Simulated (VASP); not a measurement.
# Ba (a cell with a defect) in VASP: further runs

Ba (a cell with a defect) is run at these levels: PBEsol; tasks: single point.

All numbers are computed with VASP 6.6.1; they aren't measurements. Logs are shortened: lines on timing, memory, paths and dates and some standing lists are left out, and cuts for length are marked.

**1. The cell of the first run**

The cell holds a defect, 7 atoms: a = 7.835 Å, b = 7.835 Å, c = 7.835 Å, α = 90.00°, β = 90.00°, γ = 90.00°.

**2. Single point, PBEsol**

INCAR reads:

```
PREC = Accurate ; ENCUT = 400
EDIFF = 1E-6 ; ISMEAR = 0
SIGMA = 0.05 ; LREAL = F
LASPH = T ; NELM = 120
ALGO = Normal ; ISIF = 2
LWAVE = F ; LCHARG = F
GGA = PS ; NBANDS = 44
GGA_COMPAT = F
```

KPOINTS reads:

```
regular mesh
0
Gamma
  1 1 1
```

POSCAR reads:

```
Ba
1.0
    7.8354350800      0.0000000000      0.0000000000
    0.0000000000      7.8354350800      0.0000000000
    0.0000000000      0.0000000000      7.8354350800
Ba
7
Direct
    0.0000000000      0.0000000000      0.5000000587
    0.0000000000      0.5000000587      0.0000000000
    0.0000000000      0.5000000587      0.5000000587
    0.5000000587      0.0000000000      0.0000000000
    0.5000000587      0.0000000000      0.5000000587
    0.5000000587      0.5000000587      0.0000000000
    0.5000000587      0.5000000587      0.5000000587
```

Potentials or basis: VASP PAW PBE potentials, release 64 (Ba_sv).

On the command line:

```bash
cat potpaw_PBE.64/Ba_sv/POTCAR > POTCAR
mpirun -np 1 vasp_gam > vasp.out
```

OUTCAR:

```text
PREC = Accurate
   ENCUT = 400
   EDIFF = 1E-6
   ISMEAR = 0
   LREAL = F
   LASPH = T
   NELM = 120
   ISIF = 2
   GGA = PS

 ion  position               nearest neighbor table
   1  0.000  0.000  0.500-   3 3.92   5 3.92   5 3.92   3 3.92
   2  0.000  0.500  0.000-   3 3.92   6 3.92   6 3.92   3 3.92
   3  0.000  0.500  0.500-   1 3.92   2 3.92   7 3.92   7 3.92   2 3.92   1 3.92
   4  0.500  0.000  0.000-   5 3.92   6 3.92   6 3.92   5 3.92
   5  0.500  0.000  0.500-   1 3.92   4 3.92   7 3.92   7 3.92   4 3.92   1 3.92
   6  0.500  0.500  0.000-   2 3.92   4 3.92   7 3.92   7 3.92   4 3.92   2 3.92
   7  0.500  0.500  0.500-   3 3.92   5 3.92   6 3.92   6 3.92   5 3.92   3 3.92

  LATTYP: Found a simple cubic cell.
 ALAT       =     7.8354350800

  Lattice vectors:

 A1 = (   7.8354350800,   0.0000000000,   0.0000000000)
 A2 = (   0.0000000000,   7.8354350800,   0.0000000000)
 A3 = (   0.0000000000,   0.0000000000,   7.8354350800)

Analysis of symmetry for initial positions (statically):
=====================================================================
 Subroutine PRICEL returns:
 Original cell was already a primitive cell.

 Routine SETGRP: Setting up the symmetry group for a
 simple cubic supercell.

 Subroutine GETGRP returns: Found 48 space group operations
 (whereof 48 operations were pure point group operations)
 out of a pool of 48 trial point group operations.

The static configuration has the point symmetry O_h .

Analysis of symmetry for dynamics (positions and initial velocities):
=====================================================================
 Subroutine PRICEL returns:
 Original cell was already a primitive cell.

 Routine SETGRP: Setting up the symmetry group for a
 simple cubic supercell.

 Subroutine GETGRP returns: Found 48 space group operations
 (whereof 48 operations were pure point group operations)
 out of a pool of 48 trial point group operations.

The dynamic configuration has the point symmetry O_h .

 Subroutine INISYM returns: Found 48 space group operations
 (whereof 48 operations are pure point group operations),
 and found     1 'primitive' translations

----------------------------------------------------------------------------------------

                                     Primitive cell

  volume of cell :     481.0490

  direct lattice vectors                    reciprocal lattice vectors
     7.835435080  0.000000000  0.000000000     0.127625332  0.000000000  0.000000000
     0.000000000  7.835435080  0.000000000     0.000000000  0.127625332  0.000000000
     0.000000000  0.000000000  7.835435080     0.000000000  0.000000000  0.127625332

  length of vectors
     7.835435080  7.835435080  7.835435080     0.127625332  0.127625332  0.127625332

  position of ions in fractional coordinates (direct lattice)
     0.000000000  0.000000000  0.500000059
     0.000000000  0.500000059  0.000000000
     0.000000000  0.500000059  0.500000059
     0.500000059  0.000000000  0.000000000
     0.500000059  0.000000000  0.500000059
     0.500000059  0.500000059  0.000000000
     0.500000059  0.500000059  0.500000059

  ion indices of the primitive-cell ions
   primitive index   ion index
                 1           1
                 2           2
                 3           3
                 4           4
                 5           5
                 6           6
                 7           7

----------------------------------------------------------------------------------------

 KPOINTS: regular mesh

Automatic generation of k-mesh.
 Grid dimensions read from file:
 generate k-points for:    1    1    1

 Generating k-lattice:

  Cartesian coordinates                     Fractional coordinates (reciprocal lattice)
     0.127625332  0.000000000  0.000000000     1.000000000  0.000000000  0.000000000
     0.000000000  0.127625332  0.000000000     0.000000000  1.000000000  0.000000000
     0.000000000  0.000000000  0.127625332     0.000000000  0.000000000  1.000000000

  Length of vectors
     0.127625332  0.127625332  0.127625332

  Shift w.r.t. Gamma in fractional coordinates (k-lattice)
     0.000000000  0.000000000  0.000000000

 Subroutine IBZKPT returns following result:
 ===========================================

 Found      1 irreducible k-points:

 Following reciprocal coordinates:
            Coordinates               Weight
  0.000000  0.000000  0.000000      1.000000
   k-points           NKPTS =      1   k-points in BZ     NKDIM =      1   number of bands    NBANDS=     44
   number of dos      NEDOS =    301   number of ions     NIONS =      7
   total plane-waves  NPLWV = 157464
   dimension x,y,z NGX =    54 NGY =   54 NGZ =   54
   dimension x,y,z NGXF=   108 NGYF=  108 NGZF=  108
   ions per type =               7
   NGX,Y,Z   is equivalent  to a cutoff of  11.46, 11.46, 11.46 a.u.
   NGXF,Y,Z  is equivalent  to a cutoff of  22.91, 22.91, 22.91 a.u.
 SYSTEM =  unknown system
   PREC   = accura    normal or accurate (medium, high low for compatibility)
   ISTART =      0    job   : 0-new  1-cont  2-samecut
   ICHARG =      2    charge: 1-file 2-atom 10-const
   ISPIN  =      1    spin polarized calculation?
   LNONCOLLINEAR =      F non collinear calculations
   LSORBIT =      F    spin-orbit coupling
   LASPH  =      T    aspherical Exc in radial PAW
   ENCUT  =  400.0 eV  29.40 Ry    5.42 a.u.  12.78 12.78 12.78*2*pi/ulx,y,z
   NELM   =    120;   NELMIN=  2; NELMDL= -5     # of ELM steps
   EDIFF  = 0.1E-05   stopping-criterion for ELM
   LREAL  =      F    real-space projection
   EDIFFG = 0.1E-04   stopping-criterion for IOM
   NSW    =      0    number of steps for IOM
   IBRION =     -1    ionic relax: 0-MD 1-quasi-New 2-CG
   NFREE  =      0    steps in history (QN), initial steepest desc. (CG)
   ISIF   =      2    stress and relaxation
   ISYM   =      2    0-nonsym 1-usesym 2-fastsym
   POTIM  = 0.5000    time-step for ionic-motion
   TEBEG  =    0.0;   TEEND  =   0.0 temperature during run
   PSTRESS=    0.0 pullay stress
   NELECT =      70.0000    total number of electrons
   NUPDOWN=      -1.0000    fix difference up-down
   EMIN   =  10.00;   EMAX   =-10.00  energy-range for DOS
   EFERMI =   0.00;   METHOD = LEGACY
   ISMEAR =     0;   SIGMA  =   0.05  broadening in eV -4-tet -1-fermi 0-gaus
   EFERMI_NEDOS =   21; number of points for ismear=-14 and -15
   IALGO  =     38    algorithm
   IMIX   =      4    mixing-type and parameters
     AMIX     =   0.40;   BMIX     =  1.00
     AMIX_MAG =   1.60;   BMIX_MAG =  1.00
  volume/ion in A,a.u.               =      68.72       463.75
  Fermi-wavevector in a.u.,A,eV,Ry     =   0.861082  1.627209 10.088200  0.741462
  Thomas-Fermi vector in A             =   1.978682
   LORBIT       =      0    0 simple, 1 ext, 2 COOP (PROOUT), +10 PAW based schemes
   GGA     = PS    functional components
   LHFCALC =     F    Hartree Fock is set to
   AEXX    =    0.0000 exact exchange contribution
   IVDW    =     0    specifies the selected vdW correction
   LEPSILON=     F    determine dielectric tensor
   LRPA    =     F    only Hartree local field effects (RPA)
 non-spin polarized calculation
 Gauss-broadening in eV      SIGMA  =   0.05
  energy-cutoff  :      400.00
  volume of cell :      481.05
 maximum number of plane-waves:      4367
 NGX is ok and might be reduce to    50
   NGX = 25   NGY = 25   NGZ = 25

 number of electron      70.0000029 magnetization

 Free energy of the ion-electron system (eV)
  ---------------------------------------------------
  ext. energy  EPLUGINS =         0.00000000
  ---------------------------------------------------
  free energy    TOTEN  =       -15.84910593 eV

  energy without entropy =      -15.84910593  energy(sigma->0) =      -15.84910593

 E-fermi :   1.0381     XC(G=0):  -7.1127

 val. band max:        0.8013701870   @ k =   0.0000   0.0000   0.0000
 cond. band min:       1.2788549459   @ k =   0.0000   0.0000   0.0000
 fundamental gap:      0.4774847589
 Fermi energy:         1.0380896898

 k-point     1 :       0.0000    0.0000    0.0000
  band No.  band energies     occupation
      1     -28.0391      2.00000
      2     -28.0298      2.00000
      3     -28.0298      2.00000
      4     -27.6409      2.00000
      5     -27.6296      2.00000
      6     -27.6296      2.00000
[... 36 lines left out ...]
     43       1.9174      0.00000
     44       1.9305      0.00000

------------------------ aborting loop because EDIFF is reached ----------------------------------------

  FORCE on cell =-STRESS in cart. coord.  units (eV):
  Direction    XX          YY          ZZ          XY          YZ          ZX
  --------------------------------------------------------------------------------------
  -------------------------------------------------------------------------------------
  Total       -7.5317267     -7.5317267     -7.5317267      0.0000000      0.0000000      0.0000000
  in kB      -25.0850970    -25.0850970    -25.0850970      0.0000000      0.0000000      0.0000000
  external PRESSURE =     -25.0850970 kB  Pullay stress =       0.0000000 kB

 VOLUME and BASIS-vectors are now :
 -----------------------------------------------------------------------------
  energy-cutoff  :      400.00
  volume of cell :      481.05
      direct lattice vectors                 reciprocal lattice vectors
     7.835435080  0.000000000  0.000000000     0.127625332  0.000000000  0.000000000
     0.000000000  7.835435080  0.000000000     0.000000000  0.127625332  0.000000000
     0.000000000  0.000000000  7.835435080     0.000000000  0.000000000  0.127625332

 POSITION                                       TOTAL-FORCE (eV/Angst)
 -----------------------------------------------------------------------------------
      0.00000      0.00000      3.91772         0.000000      0.000000      0.000000
      0.00000      3.91772      0.00000         0.000000      0.000000      0.000000
      0.00000      3.91772      3.91772         0.000000      0.000000      0.000000
      3.91772      0.00000      0.00000         0.000000      0.000000      0.000000
      3.91772      0.00000      3.91772         0.000000      0.000000      0.000000
      3.91772      3.91772      0.00000         0.000000      0.000000      0.000000
      3.91772      3.91772      3.91772         0.000000      0.000000      0.000000
 -----------------------------------------------------------------------------------
    total drift:                               -0.001223     -0.001223     -0.001223

  FREE ENERGIE OF THE ION-ELECTRON SYSTEM (eV)
  ---------------------------------------------------
  free  energy   TOTEN  =       -15.8491059281 eV

  energy  without entropy=      -15.8491059281  energy(sigma->0) =      -15.84910593
```

Run time: 58 s. Hardware: 1 thread of AMD EPYC 7R13, shared host; peak memory 0.31 GiB.

Results:

| Property | Result |
| --- | --- |
| Free energy | -15.8491 eV |
| Pressure | -2.5 GPa |

Caveat: the k points lie up to 0.80 Å⁻¹ apart; the PAW data sets were made with another functional, which shifts forces and pressure a little; spin-orbit coupling is left out, which moves the levels of the heavy elements.

**3. Single point, PBEsol**

INCAR reads:

```
ALGO     = Normal         # electronic algorithm
EDIFF    = 1E-6           # SCF threshold, eV
ENCUT    = 400            # plane-wave cutoff, eV
GGA      = PS             # functional
GGA_COMPAT= False        
ISIF     = 2              # what is computed and relaxed
ISMEAR   = 0              # smearing method
LASPH    = True           # aspherical terms in the spheres
LCHARG   = False          # write CHGCAR
LREAL    = False          # projectors in reciprocal space
LWAVE    = False          # write WAVECAR
NBANDS   = 44             # bands
NELM     = 120            # most SCF steps
PREC     = Accurate       # precision mode
SIGMA    = 0.05           # smearing width, eV
```

KPOINTS reads:

```
k-points
0
Gamma
  1 1 1
```

Edit POSCAR of step 2 so:

```diff
@@ -8,3 +8,3 @@
 Direct
-    0.0000000000      0.0000000000      0.5000000587
+    0.0000000000      0.0000000000      0.0000000000
     0.0000000000      0.5000000587      0.0000000000
```

Potentials or basis: VASP PAW PBE potentials, release 64 (Ba_sv).

On the command line:

```bash
cat potpaw_PBE.64/Ba_sv/POTCAR > POTCAR
mpirun -np 1 vasp_gam > vasp.out
```

Wall time 42 s (1 thread of AMD EPYC 7R13, shared host); peak memory 0.31 GiB.

Results (log left out):

```yaml
Free_energy: -15.8491 eV
Pressure: -2.5 GPa
```

Levels at points of the mesh, in eV from the Fermi level:
```csv
k point,band 33,band 34,band 35,band 36,band 37,band 38
"(0.00, 0.00, 0.00)",-0.56,-0.56,-0.23,0.25,0.25,0.42
```

Caveat: the k points lie up to 0.80 Å⁻¹ apart; the PAW data sets were made with another functional, which shifts forces and pressure a little; spin-orbit coupling is left out, which moves the levels of the heavy elements.
